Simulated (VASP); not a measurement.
A run of VASP 6.6.1 is set up as follows.

File INCAR:

```
PREC = Accurate
ENCUT = 520
EDIFF = 1E-6
ISMEAR = 0
SIGMA = 0.1
LREAL = False
LASPH = True
NELM = 100
ALGO = Normal
ISIF = 2
LWAVE = False
LCHARG = True
GGA = PS
LELF = True
LVHAR = True
NBANDS = 15
```

The input KPOINTS:

```
Automatic mesh
0
Gamma
  6 6 6
```

POSCAR

```
KF
1.0
    0.0000000000      2.6544134050      2.6544134050
    2.6544134050      0.0000000000      2.6544134050
    2.6544134050      2.6544134050      0.0000000000
K F
1 1
Direct
    0.0000000000      0.0000000000      0.0000000000
    0.5000000000      0.5000000000      0.5000000000
```

Potentials or basis: VASP PAW PBE potentials, release 64 (K_sv, F).

The run is started by

```console
$ cat potpaw_PBE.64/K_sv/POTCAR potpaw_PBE.64/F/POTCAR > POTCAR
$ mpirun -np 1 vasp_std > vasp.out
```

Problem. Predict the pressure.

Solution. 0.0 GPa.

Problem. Estimate the band gap on the k mesh.

Solution. 6.13 eV, direct.

Caveat: the PAW data sets were made with another functional, which shifts forces and pressure a little. Expect the measured gap to be larger: semilocal functionals such as PBEsol lack the derivative discontinuity.
